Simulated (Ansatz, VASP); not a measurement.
**One calculation of B, two programs**

The input INCAR:

```
SYSTEM = B
PREC     = Accurate       ! precision mode
ENCUT    = 600            ! plane-wave cutoff, eV
EDIFF    = 1E-6           ! SCF threshold, eV
ISMEAR   = 0              ! smearing method
SIGMA    = 0.1            ! smearing width, eV
LREAL    = .False.        ! projectors in reciprocal space
LASPH    = .True.         ! aspherical terms in the spheres
NELM     = 100            ! most SCF steps
ALGO     = Normal         ! electronic algorithm
ISIF     = 3              ! what is computed and relaxed
LWAVE    = .False.        ! write WAVECAR
LCHARG   = .False.        ! write CHGCAR
GGA      = PS             ! functional
IBRION   = 2              ! ionic algorithm
NSW      = 90             ! ionic steps
EDIFFG   = -0.04          ! ionic threshold
```

The input KPOINTS:

```
regular mesh
0
Gamma
  9 9 4
  0 0 0
```

The input POSCAR:

```
B
1.0
    2.2034945065      0.0000000000      0.0000000000
   -1.1017472532      1.9082822198      0.0000000000
    0.0000000000      0.0000000000      7.1067046936
B
4
Direct
    0.0000000000      0.0000000000      0.0000000000
    0.0000000000      0.0000000000      0.5000000000
    0.3333333333      0.6666666667      0.7500000000
    0.6666666667      0.3333333333      0.2500000000
```

Input for Ansatz:

```yaml
crystal:
  lattice:
    - [2.2034945065, 0.0, 0.0]
    - [-1.1017472532, 1.9082822198, 0.0]
    - [0.0, 0.0, 7.1067046936]
  atoms:
    - { symbol: B, position: [0.0, 0.0, 0.0] }
    - { symbol: B, position: [0.0, 0.0, 0.5] }
    - { symbol: B, position: [0.3333333333, 0.6666666667, 0.75] }
    - { symbol: B, position: [0.6666666667, 0.3333333333, 0.25] }
basis:
  ecutwfc: 420
kpoints:
  mp_grid: { grid: [9, 9, 4] }
hamiltonian:
  xc: pbesol
scf:
  occupations: { method: gaussian, width: 0.1 }
  lower_state_search: "off"
output:
  forces: true
  stress: true
  eigenvalues: true
relax:
  adjacent_minimum: "off"
  f_tol: 0.04
  max_steps: 70
  cell: { stress_tol: 0.4 }
```

Alike in both runs: task relaxation of cell and atoms; functional PBEsol; k mesh 9 × 9 × 4; occupations gaussian, width 0.1 eV; no spin polarisation.

|  | VASP | Ansatz |
| --- | --- | --- |
| version | VASP 6.6.1 | Ansatz 0.2.0 |
| potentials or method | VASP PAW PBE potentials, release 64 (B), cutoff 600 eV | scalar-relativistic, plane waves, PAW |
| valence electrons in the cell | 12 | 12 |

|  | VASP | Ansatz | Ansatz less VASP |
| --- | --- | --- | --- |
| gap on the k mesh at the Fermi level, each at its own relaxed structure (eV) | none | none | - |
| relaxed volume (Å³/atom) | 6.35 | 5.92 | -0.438 |
| relaxed cell length with the largest relative difference (Å) | 5.449 | 6.222 | +0.7727 |

VASP's potentials were made for PBE, not for PBEsol. A gap of «none» marks a metal or a gap that the smearing closes. One of these differences is far larger than is usual between the two programs; its cause wasn't traced.

The k mesh is coarse, so the values compare programs but aren't converged.
